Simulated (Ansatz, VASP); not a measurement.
## Two plane-wave programs on Fe2B

The input INCAR:

```
PREC = Accurate ; ENCUT = 520
EDIFF = 1E-7 ; ISMEAR = 0
SIGMA = 0.0755 ; LREAL = F
LASPH = T ; NELM = 150
ALGO = Normal ; ISIF = 2
LWAVE = F ; LCHARG = F
LNONCOLLINEAR = T ; MAGMOM = 0 0 0 0 0 0 -2.647 2.947 0.555 -3.38 1.039 -1.869 2.098 -3.315 -0.782 -0.446 3.564 -1.761
LORBIT = 11 ; LMAXMIX = 4
NBANDS = 54
```

File KPOINTS:

```
regular mesh
0
Gamma
  5 5 5
```

The input POSCAR:

```
Fe2B
1.0
   -2.5859218400      2.5859218400      2.1506325900
    2.5859218400     -2.5859218400      2.1506325900
    2.5859218400      2.5859218400     -2.1506325900
B Fe
2 4
Direct
    0.2500000000      0.2500000000      0.0000000000
    0.7500000000      0.7500000000      0.0000000000
    0.6661000000      0.1661000000      0.8322000000
    0.1661000000      0.3339000000      0.5000000000
    0.3339000000      0.8339000000      0.1678000000
    0.8339000000      0.6661000000      0.5000000000
```

Input for Ansatz:

```yaml
crystal:
  lattice:
    - [-2.58592184, 2.58592184, 2.15063259]
    - [2.58592184, -2.58592184, 2.15063259]
    - [2.58592184, 2.58592184, -2.15063259]
  atoms:
    - { symbol: B, position: [0.25, 0.25, 0.0] }
    - { symbol: B, position: [0.75, 0.75, 0.0] }
    - { symbol: Fe, position: [0.6661, 0.1661, 0.8322], spin: 4, spin_axis: [-0.66172, 0.73679, 0.13881] }
    - { symbol: Fe, position: [0.1661, 0.3339, 0.5], spin: 4, spin_axis: [-0.84512, 0.25981, -0.4672] }
    - { symbol: Fe, position: [0.3339, 0.8339, 0.1678], spin: 4, spin_axis: [0.52439, -0.82874, -0.19545] }
    - { symbol: Fe, position: [0.8339, 0.6661, 0.5], spin: 4, spin_axis: [-0.11144, 0.89092, -0.44027] }
kpoints:
  mp_grid: { grid: [5, 5, 5], shift: [0, 0, 0] }
  band_path:
    path:
      - [0.0, 0.0, 0.0]
      - [0.0, 0.0, 0.5]
      - [-0.5, 0.5, 0.5]
      - [0.0, 0.0, 0.0]
      - [0.42291858, 0.42291858, -0.42291858]
      - [-0.42291858, 0.57708142, 0.42291858]
      - [-0.5, 0.5, 0.5]
      - [0.0, 0.0, 0.5]
      - [0.25, 0.25, 0.25]
      - [0.0, 0.5, 0.0]
      - [0.0, 0.0, 0.0]
    npoints: 6
magnetization:
  noncollinear: true
  spin_orbit: false
scf:
  occupations: { method: gaussian, width: 0.0755 }
  lower_state_search: "off"
  max_iter: 200
hamiltonian:
  pseudopotentials: { kind: paw }
  xc: lda
basis:
  ecutwfc: 420
  fft_grid_basis: typed
output:
  forces: true
  stress: true
  eigenvalues: true
  bader: true
  populations: true
  elf: true
  write_potential: true
  volumetric_format: npy
  dos:
    e_range: [-12, 8]
    de: 0.05
    projected: { site_lists: { B: [B], Fe: [Fe] } }
    method: { smearing: { sigma: 0.1, scheme: gaussian } }
checkpoint:
  read: saved_state
```

Alike in both runs: task single point; functional LDA; k mesh 5 × 5 × 5; occupations gaussian, width 0.0755 eV; non-collinear spin.

|  | VASP | Ansatz |
| --- | --- | --- |
| version | VASP 6.6.1 | Ansatz 0.2.0 |
| potentials or method | VASP PAW LDA potentials, release 64 (B, Fe), cutoff 520 eV | PAW plane waves |
| valence electrons in the cell | 38 | 70 |

```csv
,VASP,Ansatz,Ansatz less VASP
rms of the force components (eV/Å),0.059,0.070,+0.0102
net moment per atom (μB),1.25,1.27,+0.022
size of the moment on the site where the two differ most (μB),1.91,1.90,-0.013
```

LDA's correlation is that of Perdew and Zunger in VASP and of Perdew and Wang (1992) in Ansatz. Site moments also hang on the region over which each program counts them. Atom by atom the forces differ by 0.010 eV/Å (rms over components). VASP's potentials hold 38 valence electrons a cell and Ansatz's 70, so a difference there can come from the potentials and not from the codes. Ansatz's warnings: seeded moment not kept.

The k mesh is coarse, so the values compare programs but aren't converged.
